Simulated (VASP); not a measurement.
**I: single point with PBEsol**

Crystal: I.

```xyz
4
Lattice="3.7074 -2.1440 0.0000 3.7074 2.1440 0.0000 0.0000 0.0000 9.5970" Properties=species:S:1:pos:R:3 pbc="T T T"
I     3.7074   -1.4181    1.1787
I     3.7074   -0.7259    5.9772
I     3.7074    1.4181    8.4183
I     3.7074    0.7259    3.6198
```

| Property | Result |
| --- | --- |
| Program | VASP 6.6.1 |
| Task | single point |
| Functional | PBEsol |
| Potentials or basis | VASP PAW PBE potentials, release 64 (I) |
| Cutoff | 520 eV |
| k mesh | 8 × 8 × 3 |
| Occupations | fermi-dirac, width 0.05 eV |
| Spin | no spin polarisation |

* Pressure: 1.3 GPa
* Largest force: 0.200 eV/Å
* Band gap on the k mesh: 0.79 eV (least direct gap 1.08 eV)

Forces in eV/Å, atoms in the order of the input:
```
I    0.000  0.164  0.115
I    0.000 -0.164  0.115
I    0.000 -0.164 -0.115
I    0.000  0.164 -0.115
```

Stress tensor (GPa, compression positive):
```
0.20 0.00 0.00
0.00 1.46 0.00
0.00 0.00 2.25
```

Levels at points of the mesh, in eV from the valence-band top:
```csv
k point,band 12,band 13,band 14,band 15,band 16,band 17
"(0.00, 0.00, 0.00)",-0.90,-0.60,0.00,1.08,2.09,4.45
"(0.50, 0.00, 0.00)",-1.90,-1.03,-1.03,2.30,2.30,4.74
"(0.50, 0.50, 0.00)",-1.73,-1.15,-0.66,0.90,1.80,4.26
```

Run time: 2.9 min on 1 thread of Intel Xeon 8259CL (shared host), peak memory 0.3 GiB.

Caveat: semilocal functionals underestimate gaps, and a narrow one can read as zero; the PAW data sets were made with another functional, which shifts forces and pressure a little; spin-orbit coupling is left out, which moves the levels of the heavy elements. A k mesh can miss the band edges.
